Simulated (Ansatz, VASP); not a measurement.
**Two plane-wave programs on NaB**

POSCAR

```
NaB
1.0
    0.0000000000      2.6838690000      2.6838690000
    2.6838690000      0.0000000000      2.6838690000
    2.6838690000      2.6838690000      0.0000000000
Na B
1 1
Direct
    0.0000000000      0.0000000000      0.0000000000
    0.5000000000      0.5000000000      0.5000000000
```

INCAR.step1

```
  PREC = Accurate
  ENCUT = 600
  ISMEAR = -1
  SIGMA = 0.1
  LREAL = False
  LASPH = True
  NELM = 80
  GGA = PE
  ALGO = Normal
  EDIFF = 1E-4
  LWAVE = True
  LCHARG = False
```

The input INCAR.step2:

```
  PREC = Accurate
  ENCUT = 600
  EDIFF = 1E-6
  ISMEAR = -1
  SIGMA = 0.1
  LREAL = False
  LASPH = True
  NELM = 80
  ALGO = Normal
  ISIF = 3
  LWAVE = False
  LCHARG = False
  METAGGA = R2SCAN
  LMIXTAU = True
  LUSE_VDW = True
  IVDW_NL = 2
  BPARAM = 11.95
  CPARAM = 0.0093
  IBRION = 2
  NSW = 80
  EDIFFG = -0.01
  ISTART = 1
```

Contents of KPOINTS:

```
regular mesh
0
Gamma
  9 9 9
```

Input for Ansatz:

```yaml
crystal:
  lattice:
    - [0.0, 2.683869, 2.683869]
    - [2.683869, 0.0, 2.683869]
    - [2.683869, 2.683869, 0.0]
  atoms:
    - { symbol: Na, position: [0.0, 0.0, 0.0] }
    - { symbol: B, position: [0.5, 0.5, 0.5] }
kpoints:
  mp_grid:
    grid: [9, 9, 9]
hamiltonian:
  xc: r2scan
  dispersion: rvv10
scf:
  occupations:
    method: fermi_dirac
relax:
  max_steps: 60
  max_displacement: 0.3
  cell: {}
```

Alike in both runs: task relaxation of cell and atoms; functional r2SCAN; dispersion rVV10; k mesh 9 × 9 × 9; no spin polarisation.

|  | VASP | Ansatz |
| --- | --- | --- |
| version | VASP 6.6.1 | Ansatz 0.2.0 |
| potentials or method | VASP PAW PBE potentials, release 64 (Na_pv, B) | plane waves, PAW |
| plane-wave cutoff (eV) | 600 | 500 |
| occupations | fermi-dirac, width 0.1 eV | fermi-dirac |
| valence electrons in the cell | 10 | 12 |

Ansatz gave:

* relaxed volume (Å³/atom): 18.98
* relaxed cell length with the largest relative difference (Å): 3.772

**Question.** Estimate VASP's values.

**Answer.** Relaxed volume (Å³/atom): 18.87; relaxed cell length with the largest relative difference (Å): 3.765.

VASP's potentials were made for PBE, not for r2SCAN. VASP's potentials hold 10 valence electrons a cell and Ansatz's 12, so a difference there can come from the potentials and not from the codes.
